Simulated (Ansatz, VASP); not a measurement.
**Si3N4: VASP beside Ansatz**

```
Si N
1.0
     7.60200    0.00000    0.00000
    -3.80100    6.58353    0.00000
     0.00000    0.00000    2.90600
Si N
6 8
Direct
  0.76796 0.17407 0.25000
  0.59389 0.76796 0.75000
  0.82593 0.59389 0.25000
  0.23204 0.82593 0.75000
  0.40611 0.23204 0.25000
  0.17407 0.40611 0.75000
  0.02995 0.32988 0.25000
  0.70007 0.02995 0.75000
  0.67012 0.70007 0.25000
  0.97005 0.67012 0.75000
  0.29993 0.97005 0.25000
  0.32988 0.29993 0.75000
  0.66667 0.33333 0.25000
  0.33333 0.66667 0.75000
```

Alike in both runs: functional PBE; k mesh 4 × 4 × 10; occupations fermi-dirac, width 0.02 eV; no spin polarisation.

Ansatz relaxed the structure, and its values are those at the end. VASP's run is a single point on that final structure, the one shown.

```csv
,VASP,Ansatz
version,VASP 6.6.1,Ansatz 0.2.0
potentials or method,"VASP PAW PBE potentials, release 64 (Si, N)","plane-wave PAW, scalar-relativistic"
plane-wave cutoff (eV),520,420
valence electrons in the cell,64,64
```

VASP gave:

| Item | Value |
| --- | --- |
| gap on the k mesh at the Fermi level (eV) | 4.33 |
| pressure (GPa) | 5.4 |
| rms of the force components (eV/Å) | 0.007 |

Task: What did Ansatz give for the same quantities?

Result: gap on the k mesh at the Fermi level (eV): 4.34; pressure (GPa): 5.7; rms of the force components (eV/Å): 0.007.

With one functional, cell and mesh, what is left measures potentials, basis and numerics. Ansatz's warnings: stress scf threshold loose.
